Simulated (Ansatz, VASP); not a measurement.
## One calculation of NbTe, two programs

```
Nb Te
1.0
     3.68624    0.00000    0.00000
    -1.84312    3.19238    0.00000
     0.00000    0.00000    3.70422
Nb Te
1 1
Direct
  0.33333 0.66667 0.50000
  0.66667 0.33333 0.00000
```

Change from the starting cell: the structure that the rattled cell fell into.

Alike in both runs: functional PBE; k mesh 18 × 18 × 16; occupations gaussian, width 0.1 eV; no spin polarisation.

Ansatz relaxed the structure, and its values are those at the end. VASP's run is a single point on that final structure, the one shown.

|  | VASP | Ansatz |
| --- | --- | --- |
| version | VASP 6.6.1 | Ansatz 0.2.0 |
| potentials or method | VASP PAW PBE potentials, release 64 (Nb_sv, Te), cutoff 520 eV | scalar-relativistic, plane waves, PAW |
| valence electrons in the cell | 19 | 29 |

VASP gave:

| Quantity | Value |
| --- | --- |
| gap on the k mesh at the Fermi level (eV) | none |
| pressure (GPa) | -0.2 |

Task: Which values does Ansatz return?

Result: gap on the k mesh at the Fermi level (eV): none; pressure (GPa): 0.0.

A gap of «none» marks a metal or a gap that the smearing closes. The functional is the same, so the differences come from potentials, cutoffs and numerics. VASP's potentials hold 19 valence electrons a cell and Ansatz's 29, so a difference there can come from the potentials and not from the codes.

Neither program's run includes spin-orbit coupling.
